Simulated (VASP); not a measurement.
# AlNi (Pm-3m) in VASP: further runs

The runs below take AlNi through single point, with PBEsol.

Everything below comes from runs of VASP 6.6.1. Logs are shortened: lines on timing, memory, paths and dates and some standing lists are left out, and cuts for length are marked.

## Step 1: The cell of the first run

Symmetry: Pm-3m, No. 221, cubic system. The conventional cell has a = 2.862 Å, b = 2.862 Å, c = 2.862 Å, α = 90.00°, β = 90.00°, γ = 90.00°. Within 3.3 Å of Al (site symmetry m-3m) lie 8 Ni at 2.48 Å and 6 Al at 2.86 Å. Within 3.3 Å of Ni (site symmetry m-3m) lie 8 Al at 2.48 Å and 6 Ni at 2.86 Å.

## Step 2: Single point, PBEsol

Input file INCAR:

```
ALGO = Fast ; EDIFF = 1E-6
ENCUT = 520 ; GGA = PS
ISIF = 2 ; ISMEAR = 0
LASPH = T ; LCHARG = F
LREAL = F ; LWAVE = F
NBANDS = 14 ; NELM = 100
PREC = Accurate ; SIGMA = 0.15
```

Input file KPOINTS:

```
k-points
0
Gamma
  24 24 24
```

Input file POSCAR:

```
AlNi
1.0
    2.8621655516      0.0000000000      0.0000000000
    0.0000000000      2.8621655516      0.0000000000
    0.0000000000      0.0000000000      2.8621655516
Al Ni
1 1
Direct
    0.0000000000      0.0000000000      0.0000000000
    0.5000000000      0.5000000000      0.5000000000
```

Potentials or basis: VASP PAW PBE potentials, release 64 (Al, Ni).

On the command line:

```console
$ cat potpaw_PBE.64/Al/POTCAR potpaw_PBE.64/Ni/POTCAR > POTCAR
$ mpirun -np 1 vasp_std > vasp.out
```

OUTCAR:

```text
EDIFF = 1E-6
   ENCUT = 520
   GGA = PS
   ISIF = 2
   ISMEAR = 0
   LASPH = T
   LREAL = F
   NELM = 100
   PREC = Accurate

 ion  position               nearest neighbor table
   1  0.000  0.000  0.000-   2 2.48   2 2.48   2 2.48   2 2.48   2 2.48   2 2.48   2 2.48   2 2.48

   2  0.500  0.500  0.500-   1 2.48   1 2.48   1 2.48   1 2.48   1 2.48   1 2.48   1 2.48   1 2.48

  LATTYP: Found a simple cubic cell.
 ALAT       =     2.8621655516

  Lattice vectors:

 A1 = (   2.8621655516,   0.0000000000,   0.0000000000)
 A2 = (   0.0000000000,   2.8621655516,   0.0000000000)
 A3 = (   0.0000000000,   0.0000000000,   2.8621655516)

Analysis of symmetry for initial positions (statically):
=====================================================================
 Subroutine PRICEL returns:
 Original cell was already a primitive cell.

 Routine SETGRP: Setting up the symmetry group for a
 simple cubic supercell.

 Subroutine GETGRP returns: Found 48 space group operations
 (whereof 48 operations were pure point group operations)
 out of a pool of 48 trial point group operations.

The static configuration has the point symmetry O_h .

Analysis of symmetry for dynamics (positions and initial velocities):
=====================================================================
 Subroutine PRICEL returns:
 Original cell was already a primitive cell.

 Routine SETGRP: Setting up the symmetry group for a
 simple cubic supercell.

 Subroutine GETGRP returns: Found 48 space group operations
 (whereof 48 operations were pure point group operations)
 out of a pool of 48 trial point group operations.

The dynamic configuration has the point symmetry O_h .

 Subroutine INISYM returns: Found 48 space group operations
 (whereof 48 operations are pure point group operations),
 and found     1 'primitive' translations

----------------------------------------------------------------------------------------

                                     Primitive cell

  volume of cell :      23.4468

  direct lattice vectors                    reciprocal lattice vectors
     2.862165552  0.000000000  0.000000000     0.349385800  0.000000000  0.000000000
     0.000000000  2.862165552  0.000000000     0.000000000  0.349385800  0.000000000
     0.000000000  0.000000000  2.862165552     0.000000000  0.000000000  0.349385800

  length of vectors
     2.862165552  2.862165552  2.862165552     0.349385800  0.349385800  0.349385800

  position of ions in fractional coordinates (direct lattice)
     0.000000000  0.000000000  0.000000000
     0.500000000  0.500000000  0.500000000

  ion indices of the primitive-cell ions
   primitive index   ion index
                 1           1
                 2           2

----------------------------------------------------------------------------------------

 KPOINTS: k-points

Automatic generation of k-mesh.
 Grid dimensions read from file:
 generate k-points for:   24   24   24

 Generating k-lattice:

  Cartesian coordinates                     Fractional coordinates (reciprocal lattice)
     0.014557742  0.000000000  0.000000000     0.041666667  0.000000000  0.000000000
     0.000000000  0.014557742  0.000000000     0.000000000  0.041666667  0.000000000
     0.000000000  0.000000000  0.014557742     0.000000000  0.000000000  0.041666667

  Length of vectors
     0.014557742  0.014557742  0.014557742

  Shift w.r.t. Gamma in fractional coordinates (k-lattice)
     0.000000000  0.000000000  0.000000000

 Subroutine IBZKPT returns following result:
 ===========================================

 Found    455 irreducible k-points:

 Following reciprocal coordinates:
            Coordinates               Weight
  0.000000  0.000000  0.000000      1.000000
  0.041667  0.000000  0.000000      6.000000
  0.083333  0.000000  0.000000      6.000000
  0.125000  0.000000  0.000000      6.000000
  0.166667  0.000000  0.000000      6.000000
  0.208333  0.000000  0.000000      6.000000
[... 16 lines left out ...]
  0.416667  0.041667  0.000000     24.000000
  0.458333  0.041667  0.000000     24.000000
 [... further k-points ...]
   k-points           NKPTS =    455   k-points in BZ     NKDIM =    455   number of bands    NBANDS=     14
   number of dos      NEDOS =    301   number of ions     NIONS =      2
   total plane-waves  NPLWV =  13824
   dimension x,y,z NGX =    24 NGY =   24 NGZ =   24
   dimension x,y,z NGXF=    48 NGYF=   48 NGZF=   48
   ions per type =               1   1
   NGX,Y,Z   is equivalent  to a cutoff of  13.94, 13.94, 13.94 a.u.
   NGXF,Y,Z  is equivalent  to a cutoff of  27.88, 27.88, 27.88 a.u.
 SYSTEM =  unknown system
   PREC   = accura    normal or accurate (medium, high low for compatibility)
   ISTART =      0    job   : 0-new  1-cont  2-samecut
   ICHARG =      2    charge: 1-file 2-atom 10-const
   ISPIN  =      1    spin polarized calculation?
   LNONCOLLINEAR =      F non collinear calculations
   LSORBIT =      F    spin-orbit coupling
   LASPH  =      T    aspherical Exc in radial PAW
   ENCUT  =  520.0 eV  38.22 Ry    6.18 a.u.   5.32  5.32  5.32*2*pi/ulx,y,z
   NELM   =    100;   NELMIN=  2; NELMDL= -5     # of ELM steps
   EDIFF  = 0.1E-05   stopping-criterion for ELM
   LREAL  =      F    real-space projection
   EDIFFG = 0.1E-04   stopping-criterion for IOM
   NSW    =      0    number of steps for IOM
   IBRION =     -1    ionic relax: 0-MD 1-quasi-New 2-CG
   NFREE  =      0    steps in history (QN), initial steepest desc. (CG)
   ISIF   =      2    stress and relaxation
   ISYM   =      2    0-nonsym 1-usesym 2-fastsym
   POTIM  = 0.5000    time-step for ionic-motion
   TEBEG  =    0.0;   TEEND  =   0.0 temperature during run
   PSTRESS=    0.0 pullay stress
   NELECT =      13.0000    total number of electrons
   NUPDOWN=      -1.0000    fix difference up-down
   EMIN   =  10.00;   EMAX   =-10.00  energy-range for DOS
   EFERMI =   0.00;   METHOD = LEGACY
   ISMEAR =     0;   SIGMA  =   0.15  broadening in eV -4-tet -1-fermi 0-gaus
   EFERMI_NEDOS =   21; number of points for ismear=-14 and -15
   IALGO  =     68    algorithm
   IMIX   =      4    mixing-type and parameters
     AMIX     =   0.40;   BMIX     =  1.00
     AMIX_MAG =   1.60;   BMIX_MAG =  1.00
  volume/ion in A,a.u.               =      11.72        79.11
  Fermi-wavevector in a.u.,A,eV,Ry     =   1.344914  2.541519 24.610134  1.808794
  Thomas-Fermi vector in A             =   2.472869
   LORBIT       =      0    0 simple, 1 ext, 2 COOP (PROOUT), +10 PAW based schemes
   GGA     = PS    functional components
   LHFCALC =     F    Hartree Fock is set to
   AEXX    =    0.0000 exact exchange contribution
   IVDW    =     0    specifies the selected vdW correction
   LEPSILON=     F    determine dielectric tensor
   LRPA    =     F    only Hartree local field effects (RPA)
 non-spin polarized calculation
 RMM-DIIS sequential band-by-band and
 Gauss-broadening in eV      SIGMA  =   0.15
  energy-cutoff  :      520.00
  volume of cell :       23.45
 maximum number of plane-waves:       655
 NGX is ok and might be reduce to    24
   NGX = 11   NGY = 11   NGZ = 11

 number of electron      13.0000011 magnetization

 Free energy of the ion-electron system (eV)
  ---------------------------------------------------
  ext. energy  EPLUGINS =         0.00000000
  ---------------------------------------------------
  free energy    TOTEN  =       -11.59088562 eV

  energy without entropy =      -11.58184693  energy(sigma->0) =      -11.58636628

 E-fermi :  10.1587     XC(G=0): -12.2619

 val. band max:       10.1516125716   @ k =   0.3333   0.1250   0.0417
 cond. band min:      10.1625956705   @ k =   0.5000   0.4583   0.2917
 fundamental gap:      0.0109830988
 Fermi energy:        10.1587161586

 k-point     1 :       0.0000    0.0000    0.0000
  band No.  band energies     occupation
      1      -1.1171      2.00000
      2       6.8272      2.00000
      3       6.8272      2.00000
      4       8.5769      2.00000
      5       8.5769      2.00000
      6       8.5769      2.00000
      7      15.7388      0.00000
      8      15.7388      0.00000
      9      15.7388      0.00000
     10      18.3685      0.00000
     11      18.3685      0.00000
     12      24.2422      0.00000
     13      31.2878      0.00000
     14      31.2878      0.00000

 k-point     2 :       0.0417    0.0000    0.0000
  band No.  band energies     occupation
      1      -1.0847      2.00000
      2       6.8254      2.00000
      3       6.8350      2.00000
      4       8.5624      2.00000
      5       8.5624      2.00000
      6       8.5785      2.00000
      7      15.3346      0.00000
      8      15.7819      0.00000
      9      15.7819      0.00000
     10      18.3700      0.00000
     11      18.7428      0.00000
     12      24.3524      0.00000
     13      30.8464      0.00000
     14      30.8602      0.00000

 k-point     3 :       0.0833    0.0000    0.0000
  band No.  band energies     occupation
      1      -0.9874      2.00000
      2       6.8174      2.00000
      3       6.8580      2.00000
      4       8.5202      2.00000
      5       8.5202      2.00000
      6       8.5830      2.00000
      7      14.4899      0.00000
      8      15.9097      0.00000
      9      15.9097      0.00000
     10      18.3742      0.00000
     11      19.4890      0.00000
     12      24.6933      0.00000
     13      29.9381      0.00000
     14      29.9384      0.00000
[... 324 lines left out ...]
 k-point    23 :       0.4167    0.0417    0.0000
  band No.  band energies     occupation
      1       2.0075      2.00000
      2       4.5480      2.00000
      3       7.2881      2.00000
      4       7.8868      2.00000
      5       7.8982      2.00000
      6       8.6500      2.00000
      7       9.6029      2.00000
      8      18.0968      0.00000
      9      19.3376      0.00000
     10      19.3900      0.00000
     11      22.1624      0.00000
     12      22.3952      0.00000
     13      24.1173      0.00000
     14      26.2741      0.00000

 k-point    24 :       0.4583    0.0417    0.0000
  band No.  band energies     occupation
      1       2.6088      2.00000
      2       3.8990      2.00000
      3       7.3153      2.00000
      4       7.8560      2.00000
      5       7.8669      2.00000
      6       8.6547      2.00000
      7       9.5246      2.00000
      8      18.2534      0.00000
      9      19.7239      0.00000
     10      19.9306      0.00000
     11      21.5648      0.00000
     12      21.6762      0.00000
     13      24.6140      0.00000
     14      25.9879      0.00000

 [... further k-points ...]

------------------------ aborting loop because EDIFF is reached ----------------------------------------

  FORCE on cell =-STRESS in cart. coord.  units (eV):
  Direction    XX          YY          ZZ          XY          YZ          ZX
  --------------------------------------------------------------------------------------
  -------------------------------------------------------------------------------------
  Total       -0.0199234     -0.0199234     -0.0199234      0.0000000     -0.0000000      0.0000000
  in kB       -1.3614109     -1.3614109     -1.3614109      0.0000000     -0.0000000      0.0000000
  external PRESSURE =      -1.3614109 kB  Pullay stress =       0.0000000 kB

 VOLUME and BASIS-vectors are now :
 -----------------------------------------------------------------------------
  energy-cutoff  :      520.00
  volume of cell :       23.45
      direct lattice vectors                 reciprocal lattice vectors
     2.862165552  0.000000000  0.000000000     0.349385800  0.000000000  0.000000000
     0.000000000  2.862165552  0.000000000     0.000000000  0.349385800  0.000000000
     0.000000000  0.000000000  2.862165552     0.000000000  0.000000000  0.349385800

 POSITION                                       TOTAL-FORCE (eV/Angst)
 -----------------------------------------------------------------------------------
      0.00000      0.00000      0.00000         0.000000      0.000000      0.000000
      1.43108      1.43108      1.43108         0.000000      0.000000      0.000000
 -----------------------------------------------------------------------------------
    total drift:                                0.000000      0.000000     -0.000000

  FREE ENERGIE OF THE ION-ELECTRON SYSTEM (eV)
  ---------------------------------------------------
  free  energy   TOTEN  =       -11.5908856215 eV

  energy  without entropy=      -11.5818469314  energy(sigma->0) =      -11.58636628
```

Wall time 65 s (1 thread of Intel Xeon Platinum 8559C (Emerald Rapids), shared host); peak memory 0.26 GiB.

Results:

* Free energy: -11.5909 eV
* Pressure: -0.1 GPa

Caveat: the PAW data sets were made with another functional, which shifts forces and pressure a little. Spin polarisation is off, so any magnetic state and its effect on volume and gap are missing.

## Step 3: Single point, PBEsol

Input file INCAR:

```
SYSTEM = AlNi
  PREC = Accurate
  ENCUT = 520
  EDIFF = 1E-6
  ISMEAR = 0
  SIGMA = 0.1
  LREAL = .False.
  LASPH = .True.
  NELM = 100
  ALGO = Fast
  ISIF = 2
  LWAVE = .False.
  LCHARG = .False.
  GGA = PS
  NBANDS = 14
```

Input file KPOINTS:

```
Automatic mesh
0
Gamma
  12 12 12
  0 0 0
```

Input file POSCAR:

```
AlNi
1.0
    2.8621655518      0.0000000000      0.0000000000
    0.0000000000      2.8621655518      0.0000000000
    0.0000000000      0.0000000000      2.8621655518
Al Ni
1 1
Direct
    0.0000000000      0.0000000000      0.0000000000
    0.5000000000      0.5000000000      0.5000000000
```

Potentials or basis: VASP PAW PBE potentials, release 64 (Al, Ni).

On the command line:

```console
$ cat potpaw_PBE.64/Al/POTCAR potpaw_PBE.64/Ni/POTCAR > POTCAR
$ mpirun -np 1 vasp_std > vasp.out
```

Wall time 52 s (1 thread of Intel Xeon 8259CL, shared host); peak memory 0.12 GiB.

The run converged. Its results:

```
Free energy : -11.5863 eV
Pressure    : -0.2 GPa
```

Levels at points of the mesh, in eV from the Fermi level:
```
           k point  band 3  band 4  band 5  band 6  band 7  band 8  band 9  band 10  band 11  band 12
(0.00, 0.00, 0.00)   -3.37   -1.62   -1.62   -1.62    5.54    5.54    5.54     8.17     8.17    14.04
(0.50, 0.00, 0.00)   -2.88   -2.35   -2.35   -1.53   -0.70    8.28   10.05    10.05    11.06    11.06
(0.50, 0.50, 0.00)   -2.97   -2.97   -2.17   -2.17   -1.08    1.46    2.55    12.47    15.24    15.24
(0.50, 0.50, 0.50)   -4.23   -1.05   -1.05    1.92    1.92    1.92    3.86     4.52     4.52     4.52
```

Caveat: the PAW data sets were made with another functional, which shifts forces and pressure a little.

(Part 1 of 2 ends here.)
